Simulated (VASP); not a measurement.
# Ir (P6_3/mmc) in VASP: further runs, part 2 of 2

VASP 6.6.1.

### 4 Single point, PBE

This run uses another cell than the first one, of 13.23 Å³/atom, 1.003 times its volume.

File INCAR:

```
SYSTEM = Ir
PREC = Accurate
ENCUT = 520
EDIFF = 1E-6
ISMEAR = 0
SIGMA = 0.15
LREAL = .False.
LASPH = .True.
NELM = 80
ALGO = Fast
ISIF = 2
LWAVE = .False.
LCHARG = .False.
GGA = PE
NBANDS = 16
```

File KPOINTS:

```
Automatic mesh
0
Gamma
  18 18 10
  0 0 0
```

File POSCAR:

```
Ir
1.0
    2.6196000000      0.0000000000      0.0000000000
   -1.3098000000      2.2686401478      0.0000000000
    0.0000000000      0.0000000000      4.4529609382
Ir
2
Direct
    0.6666666667      0.3333333333      0.7500000000
    0.3333333333      0.6666666667      0.2500000000
```

Potentials or basis: VASP PAW PBE potentials, release 64 (Ir).

On the command line:

```
cat potpaw_PBE.64/Ir/POTCAR > POTCAR
mpirun -np 1 vasp_std > vasp.out
```

OUTCAR:

```text
SYSTEM = Ir
   PREC = Accurate
   ENCUT = 520
   EDIFF = 1E-6
   ISMEAR = 0
   LREAL = .False.
   LASPH = .True.
   NELM = 80
   ISIF = 2
   GGA = PE

 ion  position               nearest neighbor table
   1  0.667  0.333  0.750-   2 2.69   2 2.69   2 2.69   2 2.69   2 2.69   2 2.69
   2  0.333  0.667  0.250-   1 2.69   1 2.69   1 2.69   1 2.69   1 2.69   1 2.69

  LATTYP: Found a hexagonal cell.
 ALAT       =     2.6196000000
 C/A-ratio  =     1.6998629326

  Lattice vectors:

 A1 = (   2.6196000000,   0.0000000000,   0.0000000000)
 A2 = (  -1.3098000000,   2.2686401478,   0.0000000000)
 A3 = (   0.0000000000,   0.0000000000,   4.4529609382)

Analysis of symmetry for initial positions (statically):
=====================================================================
 Subroutine PRICEL returns:
 Original cell was already a primitive cell.

 Routine SETGRP: Setting up the symmetry group for a
 hexagonal supercell.

 Subroutine GETGRP returns: Found 24 space group operations
 (whereof 12 operations were pure point group operations)
 out of a pool of 24 trial point group operations.

The static configuration has the point symmetry D_3d.
 The point group associated with its full space group is D_6h.

[... 158 lines left out ...]
  ---------------------------------------------------
  free energy    TOTEN  =       -17.17167001 eV

  energy without entropy =      -17.14881744  energy(sigma->0) =      -17.16024372

 E-fermi :  11.6832     XC(G=0): -14.3872

 val. band max:       11.6818378425   @ k =   0.2222   0.1667   0.1000
 cond. band min:      11.6884261633   @ k =   0.2778   0.1667   0.4000
 fundamental gap:      0.0065883208
 Fermi energy:        11.6831638672

 k-point     1 :       0.0000    0.0000    0.0000
  band No.  band energies     occupation
      1      -0.2469      2.00000
      2       2.6793      2.00000
      3       6.8475      2.00000
      4       7.4798      2.00000
      5       7.4798      2.00000
      6       8.0996      2.00000
[... 433 lines left out ...]
      3       4.2012      2.00000
      4       7.2411      2.00000
      5       7.4595      2.00000
      6       7.6215      2.00000
[... 8 lines left out ...]
     15      22.5036      0.00000
     16      26.0035      0.00000

 [... further k-points ...]
[... 5 lines left out ...]
  --------------------------------------------------------------------------------------
  -------------------------------------------------------------------------------------
  Total        8.6392353      8.6392353      4.5981768      0.0000000     -0.0000000      0.0000000
  in kB      523.0418068    523.0418068    278.3856023      0.0000000     -0.0000000      0.0000000
  external PRESSURE =     441.4897386 kB  Pullay stress =       0.0000000 kB

 VOLUME and BASIS-vectors are now :
 -----------------------------------------------------------------------------
  energy-cutoff  :      520.00
  volume of cell :       26.46
      direct lattice vectors                 reciprocal lattice vectors
     2.619600000  0.000000000  0.000000000     0.381737670  0.220396346  0.000000000
    -1.309800000  2.268640148  0.000000000     0.000000000  0.440792693  0.000000000
     0.000000000  0.000000000  4.452960938     0.000000000  0.000000000  0.224569677

 POSITION                                       TOTAL-FORCE (eV/Angst)
 -----------------------------------------------------------------------------------
      1.30980      0.75621      3.33972        -0.000000      0.000000      0.000000
     -0.00000      1.51243      1.11324         0.000000     -0.000000      0.000000
 -----------------------------------------------------------------------------------
    total drift:                                0.000000     -0.000000     -0.000000

  FREE ENERGIE OF THE ION-ELECTRON SYSTEM (eV)
  ---------------------------------------------------
  free  energy   TOTEN  =       -17.1716700111 eV

  energy  without entropy=      -17.1488174355  energy(sigma->0) =      -17.16024372
```

OSZICAR:

```text
N       E                     dE             d eps       ncg     rms          rms(c)
DAV:   1     0.147442986005E+03    0.14744E+03   -0.85474E+03  7104   0.115E+03
DAV:   2    -0.145382807969E+02   -0.16198E+03   -0.14671E+03  7112   0.315E+02
DAV:   3    -0.181426753021E+02   -0.36044E+01   -0.35660E+01  9896   0.563E+01
DAV:   4    -0.181830680108E+02   -0.40393E-01   -0.40385E-01  7872   0.499E+00
DAV:   5    -0.181841868456E+02   -0.11188E-02   -0.11188E-02 10128   0.870E-01    0.266E+01
RMM:   6    -0.173734457301E+02    0.81074E+00   -0.74875E-01  7155   0.973E+00    0.116E+01
RMM:   7    -0.171781243696E+02    0.19532E+00   -0.49210E-01  7504   0.587E+00    0.197E+00
RMM:   8    -0.171777887017E+02    0.33567E-03   -0.65196E-02  8340   0.270E+00    0.158E+00
RMM:   9    -0.171763154358E+02    0.14733E-02   -0.12122E-02  8582   0.789E-01    0.752E-01
RMM:  10    -0.171715315437E+02    0.47839E-02   -0.15102E-02  7514   0.162E+00    0.419E-01
RMM:  11    -0.171716681300E+02   -0.13659E-03   -0.10578E-03  7890   0.399E-01    0.312E-01
RMM:  12    -0.171716972270E+02   -0.29097E-04   -0.33526E-04  8403   0.116E-01    0.229E-01
RMM:  13    -0.171716902274E+02    0.69996E-05   -0.71012E-05  9894   0.545E-02    0.244E-01
RMM:  14    -0.171716931061E+02   -0.28787E-05   -0.10182E-05  7797   0.283E-02    0.121E-01
RMM:  15    -0.171716739309E+02    0.19175E-04   -0.22611E-05  8610   0.467E-02    0.435E-02
RMM:  16    -0.171716705759E+02    0.33550E-05   -0.82679E-06  8252   0.223E-02    0.137E-02
RMM:  17    -0.171716700111E+02    0.56486E-06   -0.35247E-06  6943   0.150E-02
   1 F= -.17171670E+02 E0= -.17160244E+02  d E =-.228526E-01
```

stdout:

```text
POSCAR found type information on POSCAR Ir
 POSCAR found :  1 types and       2 ions
 scaLAPACK will be used
 LDA part: xc-table for (Slater+PW92), standard interpolation
 POSCAR, INCAR and KPOINTS ok, starting setup
 FFT: planning ... GRIDC
 FFT: planning ... GRID_SOFT
 FFT: planning ... GRID
 WAVECAR not read
 entering main loop
WARNING in EDDRMM: call to ZHEGV failed, returncode =   8  4     16
```

Wall time 46 s (1 thread of AMD EPYC 9R45 (Zen 5), shared host); peak memory 0.17 GiB.

What came out:

```
Free energy            : -17.1717 eV
Pressure               : 44.1 GPa
Band gap on the k mesh : zero (band 9 reaches 13.13 eV, above the bottom of band 10 at 9.09 eV)
```

Caveat: spin-orbit coupling is left out, which moves the levels of the heavy elements.

### 5 Single point, PBE

This run uses another cell than the first one, of 13.24 Å³/atom, 1.003 times its volume.

File INCAR:

```
PREC = Accurate
ENCUT = 520
EDIFF = 1E-6
ISMEAR = 0
SIGMA = 0.15
LREAL = False
LASPH = True
NELM = 100
ALGO = Fast
ISIF = 2
LWAVE = False
LCHARG = True
GGA = PE
LELF = True
LVHAR = True
NBANDS = 16
```

File KPOINTS:

```
Automatic mesh
0
Gamma
  18 18 10
```

File POSCAR:

```
Ir
1.0
    2.6929000000      0.0000000000      0.0000000000
   -1.3464500000      2.3321198099      0.0000000000
    0.0000000000      0.0000000000      4.2155000000
Ir
2
Direct
    0.6666666667      0.3333333333      0.7500000000
    0.3333333333      0.6666666667      0.2500000000
```

On the command line:

```
cat potpaw_PBE.64/Ir/POTCAR > POTCAR
mpirun -np 1 vasp_std > vasp.out
```

It took 41 s on 1 thread of AMD EPYC 9R45 (Zen 5), shared host; peak memory 0.17 GiB.

It converged, with:

- Free energy: -17.1949 eV
- Pressure: 44.0 GPa
- Band gap on the k mesh: zero (band 9 reaches 12.86 eV, above the bottom of band 10 at 9.13 eV)

Stress tensor (GPa, compression positive):
```
37.21  0.00  0.00
 0.00 37.21  0.00
 0.00  0.00 57.63
```

Levels at points of the mesh, in eV from the Fermi level:
```tsv
k point	band 5	band 6	band 7	band 8	band 9	band 10	band 11	band 12	band 13	band 14
(0.00, 0.00, 0.00)	-4.05	-3.54	-3.54	-3.04	-3.04	-0.66	0.23	0.23	8.19	13.86
(0.50, 0.00, 0.00)	-3.99	-3.78	-3.13	0.50	1.07	1.25	3.08	4.57	8.73	11.26
(0.00, 0.00, 0.50)	-4.61	-4.61	-4.61	-4.61	-0.55	-0.55	-0.55	-0.55	13.52	13.52
(0.50, 0.00, 0.50)	-2.61	-2.61	-1.21	-1.21	0.84	0.84	2.09	2.09	8.18	8.18
```

Caveat: spin-orbit coupling is left out, which moves the levels of the heavy elements.

### 6 Summary

| cell | gap on the mesh (eV) | pressure (GPa) |
| --- | --- | --- |
| a = 2.684, b = 2.684, c = 4.230 Å, angles 90.0, 90.0, 120.0°, 2 atoms | none | 45.6 |
| a = 2.555, b = 2.556, c = 4.676 Å, angles 90.0, 90.0, 120.0°, 2 atoms | none | 52.1 |
| a = 2.620, b = 2.620, c = 4.453 Å, angles 90.0, 90.0, 120.0°, 2 atoms | none | 44.1 |
| a = 2.693, b = 2.693, c = 4.215 Å, angles 90.0, 90.0, 120.0°, 2 atoms | none | 44.0 |

Alike in all rows: task single point; level PBE; potentials or basis VASP PAW PBE potentials, release 64 (Ir); no spin polarisation; k mesh 18 × 18 × 10; cutoff (eV) 520; smearing gaussian 0.15 eV.

Caveats: spin-orbit coupling is left out, which moves the levels of the heavy elements.

Total energies depend on the potentials used, so only differences within one code and one set of settings carry meaning.
